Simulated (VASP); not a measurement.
The system is Cu.

```
CELL_PARAMETERS angstrom
-1.43460 1.43460 1.43460
1.43460 -1.43460 1.43460
1.43460 1.43460 -1.43460
ATOMIC_POSITIONS crystal
Cu 0.00000 0.00000 0.00000
```

* Program: VASP 6.6.1
* Task: relaxation of cell and atoms
* Functional: BLYP
* Potentials or basis: VASP PAW PBE potentials, release 64 (Cu)
* Cutoff: 600 eV
* k mesh: 15 × 15 × 15
* Occupations: fermi-dirac, width 0.1 eV
* Spin: no spin polarisation

At the start: pressure 11.3 GPa; volume 11.81 Å³/atom.

Q: Where does the relaxation end?

A: Over 3 steps the energy falls by 33.2 meV/atom and the volume is 12.83 Å³/atom (+8.6 %); space group Im-3m (No. 229, to 0.05 Å).

Step by step:
```tsv
step	energy change (eV)	largest force (eV/Å)	pressure (GPa)	volume (Å³)
1	0.0000	0.0000	11.32	11.81
2	-0.0280	0.0000	-3.43	13.29
3	-0.0332	0.0000	0.03	12.83
```

Final structure:
```xyz
1
Lattice="-1.4748 1.4748 1.4748 1.4748 -1.4748 1.4748 1.4748 1.4748 -1.4748" Properties=species:S:1:pos:R:3 pbc="T T T"
Cu    0.0000    0.0000    0.0000
```

Caveat: the PAW data sets were made with another functional, which shifts forces and pressure a little.
